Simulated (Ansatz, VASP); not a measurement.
# HfN in VASP and in Ansatz

```xyz
2
Lattice="0.0000 2.5192 2.4458 2.5192 0.0000 2.4458 2.5192 2.5192 0.0000" Properties=species:S:1:pos:R:3 pbc="T T T"
Hf    0.0000    0.0000    0.0000
N     3.7788    3.7788    3.6687
```

Change from the starting cell: strain +0.030 along x and y, +0.000 along z, atoms carried along.

Alike in both runs: task single point; functional r2SCAN; k mesh 22 × 22 × 22; occupations gaussian, width 0.15 eV; no spin polarisation.

|  | VASP | Ansatz |
| --- | --- | --- |
| version | VASP 6.6.1 | Ansatz 0.2.0 |
| potentials or method | VASP PAW PBE potentials, release 64 (Hf_pv, N), cutoff 520 eV | scalar-relativistic, plane waves, PAW |
| valence electrons in the cell | 15 | 31 |

|  | VASP | Ansatz | Ansatz less VASP |
| --- | --- | --- | --- |
| gap on the k mesh at the Fermi level (eV) | none | none | - |
| pressure (GPa) | -12.1 | -10.7 | +1.37 |
| traceless stress, the component that is largest in VASP (GPa) | 3.16 | 3.14 | -0.027 |

VASP's potentials were made for PBE, not for r2SCAN. A gap of «none» marks a metal or a gap that the smearing closes. VASP's potentials hold 15 valence electrons a cell and Ansatz's 31, so a difference there can come from the potentials and not from the codes.

Neither program's run includes spin-orbit coupling.
